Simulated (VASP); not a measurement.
A run of VASP 6.6.1 is set up as follows.

File INCAR:

```
SYSTEM = Li
ALGO = Fast ; EDIFF = 1E-6
EDIFFG = -0.01 ; ENCUT = 600
GGA = PE ; IBRION = 2
ISIF = 3 ; ISMEAR = 0
IVDW = 12 ; LASPH = .TRUE.
LCHARG = .FALSE. ; LREAL = .FALSE.
LWAVE = .FALSE. ; NELM = 60
NSW = 80 ; PREC = Accurate
SIGMA = 0.1
```

Contents of KPOINTS:

```
k-points
0
G
  18 18 6
  0 0 0
```

File POSCAR:

```
Li
1.0
    2.9714704388      0.0000000000      0.0000000000
   -1.4857352194      2.5733688866      0.0000000000
    0.0000000000      0.0000000000      9.5995550461
Li
4
Direct
    0.0000000000      0.0000000000      0.0000000000
    0.3333333333      0.6666666667      0.7500000000
    0.0000000000      0.0000000000      0.5000000000
    0.6666666667      0.3333333333      0.2500000000
```

Potentials or basis: VASP PAW PBE potentials, release 64 (Li_sv).

The run is started by

```sh
$ cat potpaw_PBE.64/Li_sv/POTCAR > POTCAR
$ mpirun -np 1 vasp_std > vasp.out
```

(1) Predict the dispersion energy per atom.

(2) Estimate the band gap on the k mesh.

(3) What does it give for the relaxed volume?

Answers

(1) -0.190 eV.

(2) zero (band 6 reaches 2.62 eV, above the bottom of band 7 at -1.59 eV).

(3) 18.06 Å³/atom.

Caveat: the cutoff is under 1.25 times the usual one of these potentials, so pressure, stress and relaxed cells hold a basis-set (Pulay) error; pairwise dispersion overbinds metals, which lowers pressure and volume.
